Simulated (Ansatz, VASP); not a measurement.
**One calculation of CuO, two programs**

```
CELL_PARAMETERS angstrom
2.85584 0.00000 0.00000
0.00000 2.85584 0.00000
0.00000 0.00000 2.85584
ATOMIC_POSITIONS crystal
Cu 0.00000 0.00000 0.00000
O 0.50000 0.50000 0.50000
```

Alike in both runs: task relaxation of cell and atoms; functional PBE; k mesh 6 × 6 × 6; occupations gaussian, width 0.1 eV; collinear spin.

```csv
,VASP,Ansatz
version,VASP 6.6.1,Ansatz 0.2.0
potentials or method,"VASP PAW PBE potentials, release 64 (Cu, O), cutoff 600 eV","scalar-relativistic, plane waves, PAW"
valence electrons in the cell,17,25
```

```tsv
	VASP	Ansatz	Ansatz less VASP
gap on the k mesh at the Fermi level, each at its own relaxed structure (eV)	none	none	-
net moment per atom (μB)	0.49	0.49	0.000
size of the moment on the site where the two differ most (μB)	0.50	0.55	+0.043
relaxed volume (Å³/atom)	9.25	9.26	+0.016
relaxed cell length with the largest relative difference (Å)	2.644	2.646	+0.0015
```

Site moments also hang on the region over which each program counts them. A gap of «none» marks a metal or a gap that the smearing closes. VASP's potentials hold 17 valence electrons a cell and Ansatz's 25, so a difference there can come from the potentials and not from the codes.

The k mesh is coarse, so the values compare programs but aren't converged. Noted on VASP's run: the volume moved by over 15 % at a fixed basis, so the end points are rough.
